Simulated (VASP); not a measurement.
# GaN in VASP: notebook

The runs below take GaN through electric field gradients, with PBE.

Program: VASP 6.6.1. These are calculated values, not measurements. Logs are shortened: lines on timing, memory, paths and dates and some standing lists are left out, and cuts for length are marked.

### Step 1. The cell of the first run

It takes space group I4/mmm (No. 139, tetragonal). Conventional cell: a = 2.818 Å, b = 2.818 Å, c = 3.945 Å, α = 90.00°, β = 90.00°, γ = 90.00°. Within 2.6 Å of Ga (site symmetry 4/mmm) lie 6 N at 1.97 to 1.99 Å. Within 2.6 Å of N (site symmetry 4/mmm) lie 6 Ga at 1.97 to 1.99 Å.

### Step 2. Electric field gradients, PBE (zz strain of -1 %)

File INCAR:

```
ALGO = Normal ; EDIFF = 1E-8
ENCUT = 520 ; GGA = PE
ISIF = 2 ; ISMEAR = -1
LASPH = T ; LCHARG = F
LEFG = T ; LREAL = F
LWAVE = F ; NBANDS = 16
NELM = 80 ; PREC = Accurate
SIGMA = 0.02
```

File KPOINTS:

```
k-points
0
Gamma
  13 13 13
```

File POSCAR:

```
GaN
1.0
    0.0000000000      1.9925000000      1.9725750000
    1.9925000000      0.0000000000      1.9725750000
    1.9925000000      1.9925000000      0.0000000000
Ga N
1 1
Direct
    0.5000000000      0.5000000000      0.5000000000
    0.0000000000      0.0000000000      0.0000000000
```

Potentials or basis: VASP PAW PBE potentials, release 64 (Ga_d, N).

Command:

```bash
cat potpaw_PBE.64/Ga_d/POTCAR potpaw_PBE.64/N/POTCAR > POTCAR
mpirun -np 1 vasp_std > vasp.out
```

OUTCAR:

```text
EDIFF = 1E-8
   ENCUT = 520
   GGA = PE
   ISIF = 2
   ISMEAR = -1
   LASPH = T
   LREAL = F
   NELM = 80
   PREC = Accurate

 ion  position               nearest neighbor table
   1  0.500  0.500  0.500-   2 1.97   2 1.97   2 1.99   2 1.99   2 1.99   2 1.99
   2  0.000  0.000  0.000-   1 1.97   1 1.97   1 1.99   1 1.99   1 1.99   1 1.99

  LATTYP: Found a body centered tetragonal cell.
 ALAT       =     2.8178205230
 C/A-ratio  =     1.4000714267

  Lattice vectors:

 A1 = (   0.0000000000,  -1.9925000000,  -1.9725750000)
 A2 = (   0.0000000000,   1.9925000000,  -1.9725750000)
 A3 = (   1.9925000000,   0.0000000000,   1.9725750000)

Analysis of symmetry for initial positions (statically):
=====================================================================
 Subroutine PRICEL returns:
 Original cell was already a primitive cell.

 Routine SETGRP: Setting up the symmetry group for a
 body centered tetragonal supercell.

 Subroutine GETGRP returns: Found 16 space group operations
 (whereof 16 operations were pure point group operations)
 out of a pool of 16 trial point group operations.

The static configuration has the point symmetry D_4h.

Analysis of symmetry for dynamics (positions and initial velocities):
=====================================================================
 Subroutine PRICEL returns:
 Original cell was already a primitive cell.

 Routine SETGRP: Setting up the symmetry group for a
 body centered tetragonal supercell.

 Subroutine GETGRP returns: Found 16 space group operations
 (whereof 16 operations were pure point group operations)
 out of a pool of 16 trial point group operations.

The dynamic configuration has the point symmetry D_4h.

 Subroutine INISYM returns: Found 16 space group operations
 (whereof 16 operations are pure point group operations),
 and found     1 'primitive' translations

----------------------------------------------------------------------------------------

                                     Primitive cell

  volume of cell :      15.6625

  direct lattice vectors                    reciprocal lattice vectors
     0.000000000  1.992500000  1.972575000    -0.250941029  0.250941029  0.253475787
     1.992500000  0.000000000  1.972575000     0.250941029 -0.250941029  0.253475787
     1.992500000  1.992500000  0.000000000     0.250941029  0.250941029 -0.253475787

  length of vectors
     2.803766820  2.803766820  2.817820523     0.436110966  0.436110966  0.436110966

  position of ions in fractional coordinates (direct lattice)
     0.500000000  0.500000000  0.500000000
     0.000000000  0.000000000  0.000000000

  ion indices of the primitive-cell ions
   primitive index   ion index
                 1           1
                 2           2

----------------------------------------------------------------------------------------

 KPOINTS: k-points

Automatic generation of k-mesh.
 Grid dimensions read from file:
 generate k-points for:   13   13   13

 Generating k-lattice:

  Cartesian coordinates                     Fractional coordinates (reciprocal lattice)
    -0.019303156  0.019303156  0.019498137     0.076923077  0.000000000  0.000000000
     0.019303156 -0.019303156  0.019498137     0.000000000  0.076923077  0.000000000
     0.019303156  0.019303156 -0.019498137    -0.000000000 -0.000000000  0.076923077

  Length of vectors
     0.033546997  0.033546997  0.033546997

  Shift w.r.t. Gamma in fractional coordinates (k-lattice)
     0.000000000  0.000000000  0.000000000

 Subroutine IBZKPT returns following result:
 ===========================================

 Found    196 irreducible k-points:

 Following reciprocal coordinates:
            Coordinates               Weight
  0.000000  0.000000  0.000000      1.000000
  0.076923  0.000000  0.000000      8.000000
  0.153846 -0.000000  0.000000      8.000000
  0.230769  0.000000  0.000000      8.000000
  0.307692 -0.000000  0.000000      8.000000
  0.384615 -0.000000  0.000000      8.000000
[... 16 lines left out ...]
  0.384615  0.153846  0.000000      8.000000
  0.461538  0.153846  0.000000      8.000000
 [... further k-points ...]
   k-points           NKPTS =    196   k-points in BZ     NKDIM =    196   number of bands    NBANDS=     16
   number of dos      NEDOS =    301   number of ions     NIONS =      2
   total plane-waves  NPLWV =  13824
   dimension x,y,z NGX =    24 NGY =   24 NGZ =   24
   dimension x,y,z NGXF=    48 NGYF=   48 NGZF=   48
   ions per type =               1   1
   NGX,Y,Z   is equivalent  to a cutoff of  14.23, 14.23, 14.16 a.u.
   NGXF,Y,Z  is equivalent  to a cutoff of  28.46, 28.46, 28.32 a.u.
 SYSTEM =  unknown system
   PREC   = accura    normal or accurate (medium, high low for compatibility)
   ISTART =      0    job   : 0-new  1-cont  2-samecut
   ICHARG =      2    charge: 1-file 2-atom 10-const
   ISPIN  =      1    spin polarized calculation?
   LNONCOLLINEAR =      F non collinear calculations
   LSORBIT =      F    spin-orbit coupling
   LASPH  =      T    aspherical Exc in radial PAW
   ENCUT  =  520.0 eV  38.22 Ry    6.18 a.u.   5.21  5.21  5.24*2*pi/ulx,y,z
   NELM   =     80;   NELMIN=  2; NELMDL= -5     # of ELM steps
   EDIFF  = 0.1E-07   stopping-criterion for ELM
   LREAL  =      F    real-space projection
   EDIFFG = 0.1E-06   stopping-criterion for IOM
   NSW    =      0    number of steps for IOM
   IBRION =     -1    ionic relax: 0-MD 1-quasi-New 2-CG
   NFREE  =      0    steps in history (QN), initial steepest desc. (CG)
   ISIF   =      2    stress and relaxation
   ISYM   =      2    0-nonsym 1-usesym 2-fastsym
   POTIM  = 0.5000    time-step for ionic-motion
   TEBEG  =    0.0;   TEEND  =   0.0 temperature during run
   PSTRESS=    0.0 pullay stress
   NELECT =      18.0000    total number of electrons
   NUPDOWN=      -1.0000    fix difference up-down
   EMIN   =  10.00;   EMAX   =-10.00  energy-range for DOS
   EFERMI =   0.00;   METHOD = LEGACY
   ISMEAR =    -1;   SIGMA  =   0.02  broadening in eV -4-tet -1-fermi 0-gaus
   EFERMI_NEDOS =   21; number of points for ismear=-14 and -15
   IALGO  =     38    algorithm
   IMIX   =      4    mixing-type and parameters
     AMIX     =   0.40;   BMIX     =  1.00
     AMIX_MAG =   1.60;   BMIX_MAG =  1.00
  volume/ion in A,a.u.               =       7.83        52.85
  Fermi-wavevector in a.u.,A,eV,Ry     =   1.714795  3.240493 40.008241  2.940523
  Thomas-Fermi vector in A             =   2.792287
   LORBIT       =      0    0 simple, 1 ext, 2 COOP (PROOUT), +10 PAW based schemes
   GGA     = PE    functional components
   LHFCALC =     F    Hartree Fock is set to
   AEXX    =    0.0000 exact exchange contribution
   IVDW    =     0    specifies the selected vdW correction
   LEPSILON=     F    determine dielectric tensor
   LRPA    =     F    only Hartree local field effects (RPA)
 non-spin polarized calculation
  energy-cutoff  :      520.00
  volume of cell :       15.66
 maximum number of plane-waves:       436
 NGX is ok and might be reduce to    24
   NGX = 11   NGY = 11   NGZ = 11

 number of electron      17.9999997 magnetization

 Free energy of the ion-electron system (eV)
  ---------------------------------------------------
  ext. energy  EPLUGINS =         0.00000000
  ---------------------------------------------------
  free energy    TOTEN  =       -10.46218854 eV

  energy without entropy =      -10.46218854  energy(sigma->0) =      -10.46218854

 E-fermi :  10.9908     XC(G=0): -14.1819

 val. band max:       10.4702979556   @ k =  -0.2308  -0.0000   0.1538
 cond. band min:      12.3593375585   @ k =   0.4615   0.4615   0.0000
 fundamental gap:      1.8890396029
 Fermi energy:        10.9907724498

 k-point     1 :       0.0000    0.0000    0.0000
  band No.  band energies     occupation
      1      -8.9131      2.00000
      2      -3.5486      2.00000
      3      -3.5486      2.00000
      4      -3.5369      2.00000
      5      -3.4007      2.00000
      6      -3.3822      2.00000
[... 8 lines left out ...]
     15      29.0087      0.00000
     16      29.0087      0.00000
[... 419 lines left out ...]
 k-point    24 :       0.4615    0.1538    0.0000
  band No.  band energies     occupation
      1      -5.7230      2.00000
      2      -3.8894      2.00000
      3      -3.6956      2.00000
      4      -3.5730      2.00000
      5      -3.1518      2.00000
      6      -2.8733      2.00000
[... 8 lines left out ...]
     15      33.6235      0.00000
     16      36.8930      0.00000

 [... further k-points ...]

------------------------ aborting loop because EDIFF is reached ----------------------------------------

  FORCE on cell =-STRESS in cart. coord.  units (eV):
  Direction    XX          YY          ZZ          XY          YZ          ZX
  --------------------------------------------------------------------------------------
  -------------------------------------------------------------------------------------
  Total        7.1902413      7.1902413      7.7258669      0.0000000     -0.0000000      0.0000000
  in kB      735.5189486    735.5189486    790.3102661      0.0000000     -0.0000000      0.0000000
  external PRESSURE =     753.7827211 kB  Pullay stress =       0.0000000 kB

 VOLUME and BASIS-vectors are now :
 -----------------------------------------------------------------------------
  energy-cutoff  :      520.00
  volume of cell :       15.66
      direct lattice vectors                 reciprocal lattice vectors
     0.000000000  1.992500000  1.972575000    -0.250941029  0.250941029  0.253475787
     1.992500000  0.000000000  1.972575000     0.250941029 -0.250941029  0.253475787
     1.992500000  1.992500000  0.000000000     0.250941029  0.250941029 -0.253475787

 POSITION                                       TOTAL-FORCE (eV/Angst)
 -----------------------------------------------------------------------------------
      1.99250      1.99250      1.97257         0.000000      0.000000     -0.000000
      0.00000      0.00000      0.00000        -0.000000      0.000000      0.000000
 -----------------------------------------------------------------------------------
    total drift:                                0.000000     -0.000000      0.000000

  FREE ENERGIE OF THE ION-ELECTRON SYSTEM (eV)
  ---------------------------------------------------
  free  energy   TOTEN  =       -10.4621885389 eV

  energy  without entropy=      -10.4621885389  energy(sigma->0) =      -10.46218854

 Electric field gradients (V/A^2)
---------------------------------------------------------------------
 ion       V_xx      V_yy      V_zz      V_xy      V_xz      V_yz
---------------------------------------------------------------------
   1       5.247     5.247   -10.494    -0.001    -0.002    -0.002
   2      -0.132    -0.132     0.263     0.000     0.000     0.000
---------------------------------------------------------------------

 Electric field gradients after diagonalization (V/A^2)
 (convention: |V_zz| > |V_xx| > |V_yy|)
----------------------------------------------------------------------
 ion       V_xx      V_yy      V_zz     asymmetry (V_yy - V_xx)/ V_zz
----------------------------------------------------------------------
   1       5.249     5.246   -10.494       0.000
   2      -0.132    -0.132     0.263       0.000
----------------------------------------------------------------------

           NMR quadrupolar parameters

 Cq : quadrupolar parameter    Cq=e*Q*V_zz/h
 eta: asymmetry parameters     (V_yy - V_xx)/ V_zz
 Q  : nuclear electric quadrupole moment in mb (millibarn)
----------------------------------------------------------------------
 ion       Cq(MHz)       eta       Q (mb)
----------------------------------------------------------------------
   1      -0.025       0.000       1.000
   2       0.001       0.000       1.000
----------------------------------------------------------------------
```

It took 36 s on 1 thread of AMD EPYC 9R45 (Zen 5), shared host; peak memory 0.14 GiB.

What came out:

```yaml
Free_energy: -10.4622 eV
Pressure: 75.4 GPa
Band_gap_on_the_k_mesh: 1.89 eV, indirect (least direct gap 5.33 eV)
```

Electric field gradients, principal values (V/Å²):
| atom | least | middle | greatest (by size) |
| --- | --- | --- | --- |
| 1 Ga | 5.246 | 5.249 | -10.494 |
| 2 N | -0.132 | -0.132 | 0.263 |

Caveat: the cell differs from its parent crystal (zz strain of -1 %); without QUAD_EFG the Cq values of the log hold for a quadrupole moment of 1 mb, not for the nuclei.

### Step 3. Electric field gradients, PBE (zz strain of +1 %)

File INCAR:

```
  PREC = Accurate
  ENCUT = 520
  EDIFF = 1E-8
  ISMEAR = -1
  SIGMA = 0.02
  LREAL = F
  LASPH = T
  NELM = 100
  ALGO = Normal
  ISIF = 2
  LWAVE = F
  LCHARG = F
  GGA = PE
  LEFG = T
  NBANDS = 16
```

File KPOINTS:

```
Automatic mesh
0
Gamma
  13 13 13
```

File POSCAR:

```
GaN
1.0
    0.0000000000      1.9925000000      2.0124250000
    1.9925000000      0.0000000000      2.0124250000
    1.9925000000      1.9925000000      0.0000000000
Ga N
1 1
Direct
    0.5000000000      0.5000000000      0.5000000000
    0.0000000000      0.0000000000      0.0000000000
```

Potentials or basis: VASP PAW PBE potentials, release 64 (Ga_d, N).

Command:

```bash
cat potpaw_PBE.64/Ga_d/POTCAR potpaw_PBE.64/N/POTCAR > POTCAR
mpirun -np 1 vasp_std > vasp.out
```

OUTCAR:

```text
PREC = Accurate
   ENCUT = 520
   EDIFF = 1E-8
   ISMEAR = -1
   LREAL = F
   LASPH = T
   NELM = 100
   ISIF = 2
   GGA = PE

 ion  position               nearest neighbor table
   1  0.500  0.500  0.500-   2 1.99   2 1.99   2 1.99   2 1.99   2 2.01   2 2.01
   2  0.000  0.000  0.000-   1 1.99   1 1.99   1 1.99   1 1.99   1 2.01   1 2.01

  LATTYP: Found a body centered tetragonal cell.
 ALAT       =     2.8178205230
 C/A-ratio  =     1.4283556980

  Lattice vectors:

 A1 = (  -1.9925000000,   0.0000000000,   2.0124250000)
 A2 = (   1.9925000000,   0.0000000000,   2.0124250000)
 A3 = (   0.0000000000,   1.9925000000,  -2.0124250000)

Analysis of symmetry for initial positions (statically):
[... 649 lines left out ...]
 -----------------------------------------------------------------------------
  energy-cutoff  :      520.00
  volume of cell :       15.98
      direct lattice vectors                 reciprocal lattice vectors
     0.000000000  1.992500000  2.012425000    -0.250941029  0.250941029  0.248456464
     1.992500000  0.000000000  2.012425000     0.250941029 -0.250941029  0.248456464
     1.992500000  1.992500000  0.000000000     0.250941029  0.250941029 -0.248456464

 POSITION                                       TOTAL-FORCE (eV/Angst)
 -----------------------------------------------------------------------------------
      1.99250      1.99250      2.01242         0.000000      0.000000      0.000000
      0.00000      0.00000      0.00000         0.000000     -0.000000      0.000000
 -----------------------------------------------------------------------------------
    total drift:                                0.000000     -0.000000      0.000000

  FREE ENERGIE OF THE ION-ELECTRON SYSTEM (eV)
  ---------------------------------------------------
  free  energy   TOTEN  =       -10.6015531196 eV

  energy  without entropy=      -10.6015531196  energy(sigma->0) =      -10.60155312

 Electric field gradients (V/A^2)
---------------------------------------------------------------------
 ion       V_xx      V_yy      V_zz      V_xy      V_xz      V_yz
---------------------------------------------------------------------
   1      -4.995    -4.995     9.990    -0.002    -0.001    -0.001
   2       0.133     0.133    -0.267    -0.000    -0.000    -0.000
---------------------------------------------------------------------

 Electric field gradients after diagonalization (V/A^2)
 (convention: |V_zz| > |V_xx| > |V_yy|)
----------------------------------------------------------------------
 ion       V_xx      V_yy      V_zz     asymmetry (V_yy - V_xx)/ V_zz
----------------------------------------------------------------------
   1      -4.998    -4.993     9.990       0.000
   2       0.133     0.133    -0.267       0.000
----------------------------------------------------------------------

           NMR quadrupolar parameters

 Cq : quadrupolar parameter    Cq=e*Q*V_zz/h
 eta: asymmetry parameters     (V_yy - V_xx)/ V_zz
 Q  : nuclear electric quadrupole moment in mb (millibarn)
----------------------------------------------------------------------
 ion       Cq(MHz)       eta       Q (mb)
----------------------------------------------------------------------
   1       0.024       0.000       1.000
   2      -0.001       0.000       1.000
----------------------------------------------------------------------
```

stdout:

```text
POSCAR found type information on POSCAR GaN
 POSCAR found :  2 types and       2 ions
 scaLAPACK will be used
 LDA part: xc-table for (Slater+PW92), standard interpolation
 POSCAR, INCAR and KPOINTS ok, starting setup
 FFT: planning ... GRIDC
 FFT: planning ... GRID_SOFT
 FFT: planning ... GRID
 WAVECAR not read
 entering main loop
ion   1

ion   2
```

Run time: 36 s. Hardware: 1 thread of AMD EPYC 9R45 (Zen 5), shared host; peak memory 0.14 GiB.

Results:

- Free energy: -10.6016 eV
- Pressure: 65.5 GPa
- Band gap on the k mesh: 1.77 eV, indirect (least direct gap 5.00 eV)

Electric field gradients, principal values (V/Å²):
```csv
atom,least,middle,greatest (by size)
1 Ga,-4.993,-4.998,9.990
2 N,0.133,0.133,-0.267
```

Caveat: the cell differs from its parent crystal (zz strain of +1 %); without QUAD_EFG the Cq values of the log hold for a quadrupole moment of 1 mb, not for the nuclei. A k mesh can miss the band edges.

(Continued in part 2 of 2.)
